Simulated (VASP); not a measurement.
Write the native input for VASP 6.6.1 that does the following.

```
Task                   : relaxation of cell and atoms
Functional             : PBE
Potentials or basis    : VASP PAW PBE potentials, release 64 (Br)
Cutoff                 : 500 eV
k mesh                 : 11 × 11 × 11
Occupations            : fermi-dirac, width 0.02 eV
Spin                   : no spin polarisation
Dipole correction      : no
Further INCAR settings : ALGO = Normal; EDIFF = 1e-07; IBRION = 2; EDIFFG = -0.01; NSW = 80; ISIF = 3
```

The structure of Br lies in POSCAR:

```
Br
1.0
    0.0000000000      3.2400000000      3.2400000000
    3.2400000000      0.0000000000      3.2400000000
    3.2400000000      3.2400000000      0.0000000000
Br
2
Direct
    1.0000000000      1.0000000000      1.0000000000
    0.2500000000      0.2500000000      0.2500000000
```

These files were run (other wordings do the same):

INCAR

```
SYSTEM = Br
PREC = Accurate ; ENCUT = 500
EDIFF = 1E-7 ; ISMEAR = -1
SIGMA = 0.02 ; LREAL = .False.
LASPH = .True. ; NELM = 120
ALGO = Normal ; ISIF = 3
LWAVE = .False. ; LCHARG = .False.
GGA = PE ; IBRION = 2
NSW = 80 ; EDIFFG = -0.01
GGA_COMPAT = .False. ; NELMIN = 4
```

KPOINTS

```
Automatic mesh
0
Gamma
  11 11 11
  0 0 0
```

Potentials or basis: VASP PAW PBE potentials, release 64 (Br).

The run is started by

```bash
$ cat potpaw_PBE.64/Br/POTCAR > POTCAR
$ mpirun -np 1 vasp_std > vasp.out
```

Results of the run:

* Relaxed volume: 42.77 Å³/atom
* Relaxed cell: a = 4.946 Å, b = 4.946 Å, c = 4.946 Å, α = 60.00°, β = 60.00°, γ = 60.00°
* Space group after relaxing (to 0.1 Å): Fd-3m (No. 227)
* Energy gained by relaxing: 137.7 meV/atom
* Ionic steps: 4
* Pressure after relaxing: 0.0 GPa
* Band gap on the k mesh: zero (bands 7 and 8 overlap by 1.19 eV)

Caveat: the volume moved by over 15 % at a fixed basis, so the end points are rough.

It took 4.3 min on 1 thread of AMD EPYC 7R43 64-Core Processor (Zen 3), with other jobs on the host, peak memory 0.18 GiB.
